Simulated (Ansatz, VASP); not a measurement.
AlGa3N4: VASP beside Ansatz

Contents of POSCAR:

```
AlGa3N4
1.0
    4.4580287354      0.0000000000      0.0000000000
    0.0000000000      4.4580287354      0.0000000000
    0.0000000000      0.0000000000      4.4580287354
Al Ga N
1 3 4
Direct
    0.0000000000      0.0000000000      0.0000000000
    0.5000000000      0.5000000000      0.0000000000
    0.5000000000      0.0000000000      0.5000000000
    0.0000000000      0.5000000000      0.5000000000
    0.7553567307      0.7553567307      0.2446432693
    0.7553567307      0.2446432693      0.7553567307
    0.2446432693      0.7553567307      0.7553567307
    0.2446432693      0.2446432693      0.2446432693
```

File INCAR.step1:

```
SYSTEM = AlGa3N4
PREC = Accurate
ENCUT = 520
ISMEAR = 0
SIGMA = 0.02
LREAL = .FALSE.
LASPH = .TRUE.
NELM = 60
NBANDS = 41
GGA = PE
ALGO = Normal
EDIFF = 1E-4
LWAVE = .TRUE.
LCHARG = .FALSE.
```

Contents of INCAR.step2:

```
SYSTEM = AlGa3N4
PREC = Accurate
ENCUT = 520
EDIFF = 1E-6
ISMEAR = 0
SIGMA = 0.02
LREAL = .FALSE.
LASPH = .TRUE.
NELM = 60
ALGO = Normal
ISIF = 2
LWAVE = .FALSE.
LCHARG = .FALSE.
METAGGA = R2SCAN
LMIXTAU = .TRUE.
NBANDS = 41
ISTART = 1
```

The input KPOINTS:

```
Automatic mesh
0
G
  6 6 6
  0 0 0
```

Input for Ansatz:

```yaml
crystal:
  lattice:
    - [4.4580287354, 0.0, 0.0]
    - [0.0, 4.4580287354, 0.0]
    - [0.0, 0.0, 4.4580287354]
  atoms:
    - { symbol: Al, position: [0.0, 0.0, 0.0] }
    - { symbol: Ga, position: [0.5, 0.5, 0.0] }
    - { symbol: Ga, position: [0.5, 0.0, 0.5] }
    - { symbol: Ga, position: [0.0, 0.5, 0.5] }
    - { symbol: "N", position: [0.7553567307, 0.7553567307, 0.2446432693] }
    - { symbol: "N", position: [0.7553567307, 0.2446432693, 0.7553567307] }
    - { symbol: "N", position: [0.2446432693, 0.7553567307, 0.7553567307] }
    - { symbol: "N", position: [0.2446432693, 0.2446432693, 0.2446432693] }
basis:
  ecutwfc: 500
kpoints:
  mp_grid: { grid: [6, 6, 6] }
  band_path: { path: [VBM, CBM], npoints: 2 }
hamiltonian:
  xc: r2scan
scf:
  occupations: { method: gaussian, width: 0.02 }
output:
  forces: true
  stress: true
  eigenvalues: true
checkpoint:
  read: start.run
  write: ck
  compress: false
  write_wavefunctions: false
  write_every: 100000
```

Alike in both runs: task single point; functional r2SCAN; k mesh 6 × 6 × 6; occupations gaussian, width 0.02 eV; no spin polarisation.

|  | VASP | Ansatz |
| --- | --- | --- |
| version | VASP 6.6.1 | Ansatz 0.2.0 |
| potentials or method | VASP PAW PBE potentials, release 64 (Al, Ga_d, N), cutoff 520 eV | scalar-relativistic, plane waves, PAW |
| valence electrons in the cell | 62 | 62 |

```tsv
	VASP	Ansatz	Ansatz less VASP
gap on the k mesh at the Fermi level (eV)	2.85	2.85	0.000
least direct gap on the mesh (eV)	2.85	2.85	0.000
pressure (GPa)	1.7	1.0	-0.69
rms of the force components (eV/Å)	0.033	0.001	-0.0324
```

VASP's potentials were made for PBE, not for r2SCAN. Atom by atom the forces differ by 0.033 eV/Å (rms over components). The functional is the same, so the differences come from potentials, cutoffs and numerics.
